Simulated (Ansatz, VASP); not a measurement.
## One calculation of AlGaN2, two programs

```
Al Ga N
1.0
     3.11529    0.00000    0.00000
     0.00000    3.11529    0.00000
     0.00000    0.00000    4.29664
Al Ga N
1 1 2
Direct
  0.50000 0.50000 0.50000
  0.00000 0.00000 0.00000
  0.50000 0.00000 0.73966
  0.00000 0.50000 0.26034
```

Alike in both runs: task single point; functional LDA; k mesh 8 × 8 × 6; occupations gaussian, width 0.02 eV; no spin polarisation.

|  | VASP | Ansatz |
| --- | --- | --- |
| version | VASP 6.6.1 | Ansatz 0.2.0 |
| potentials or method | VASP PAW LDA potentials, release 64 (Al, Ga_d, N_h), cutoff 910 eV | scalar-relativistic, plane waves, PAW |
| valence electrons in the cell | 26 | 26 |

|  | VASP | Ansatz | Ansatz less VASP |
| --- | --- | --- | --- |
| gap on the k mesh at the Fermi level (eV) | 3.24 | 3.23 | -0.013 |
| least direct gap on the mesh (eV) | 3.24 | 3.23 | -0.013 |
| rms of the force components (eV/Å) | 0.012 | 0.000 | -0.0118 |

LDA's correlation is that of Perdew and Zunger in VASP and of Perdew and Wang (1992) in Ansatz. Atom by atom the forces differ by 0.012 eV/Å (rms over components).

Noted on VASP's run: the cutoff is short for stress, so the pressure is rough.
